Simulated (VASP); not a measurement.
Runs of VASP 6.6.1 on HfN. It takes space group F-43m (No. 216, cubic). The conventional cell has a = 4.910 Å, b = 4.910 Å, c = 4.910 Å, α = 90.00°, β = 90.00°, γ = 90.00°. Within 2.8 Å of Hf (site symmetry -43m) lie 4 N at 2.13 Å. Within 2.8 Å of N (site symmetry -43m) lie 4 Hf at 2.13 Å. 

| k mesh | gap on the mesh (eV) | pressure (GPa) |
| --- | --- | --- |
| 5 × 5 × 5 | none | -3.1 |
| 7 × 7 × 7 | none | -3.5 |
| 3 × 3 × 3 | none | -4.9 |
| 4 × 4 × 4 | none | (a) |

Alike in all rows: task single point; level r2SCAN; potentials or basis VASP PAW PBE potentials, release 64 (Hf_pv, N); no spin polarisation; cell as given; cutoff (eV) 660; smearing methfessel-paxton 0.1 eV.

Question: Fill in the values left out.

Answer: (a) -2.6.

Caveats: some runs use coarse meshes; the PAW data sets were made with another functional, which shifts forces and pressure a little; spin-orbit coupling is left out, which moves the levels of the heavy elements.

A k mesh can miss the band edges, and the runs leave out spin-orbit coupling on Hf.

A gap of «none» marks levels without a gap at the run's occupations.
